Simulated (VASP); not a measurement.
Ta3W:

```
CELL_PARAMETERS angstrom
0.00000 3.26717 3.26717
3.26717 0.00000 3.26717
3.26717 3.26717 0.00000
ATOMIC_POSITIONS crystal
Ta 0.25000 0.25000 0.25000
Ta 0.75000 0.75000 0.75000
Ta 0.50000 0.50000 0.50000
W 0.00000 0.00000 0.00000
```

- Program: VASP 6.6.1
- Task: relaxation of cell and atoms
- Functional: PBEsol
- Potentials or basis: VASP PAW PBE potentials, release 64 (Ta_pv, W_sv)
- Cutoff: 600 eV
- k mesh: 12 × 12 × 12
- Occupations: gaussian, width 0.1 eV
- Spin: no spin polarisation

At the start: pressure -4.8 GPa; volume 17.44 Å³/atom.

Where does the relaxation end?

Over 4 steps the energy falls by 5.5 meV/atom and the volume is 17.08 Å³/atom (-2.1 %); space group Fm-3m (No. 225, to 0.05 Å).

Step by step:
```csv
step,energy change (eV),largest force (eV/Å),pressure (GPa),volume (Å³)
1,0.0000,0.0000,-4.75,69.75
2,0.1336,0.0000,14.29,64.66
3,-0.0219,0.0000,-0.10,68.33
4,-0.0219,0.0000,-0.01,68.30
```

Final structure:
```
CELL_PARAMETERS angstrom
0.00000 3.24441 3.24441
3.24441 0.00000 3.24441
3.24441 3.24441 0.00000
ATOMIC_POSITIONS crystal
Ta 0.25000 0.25000 0.25000
Ta 0.75000 0.75000 0.75000
Ta 0.50000 0.50000 0.50000
W 0.00000 0.00000 0.00000
```

Caveat: the PAW data sets were made with another functional, which shifts forces and pressure a little.
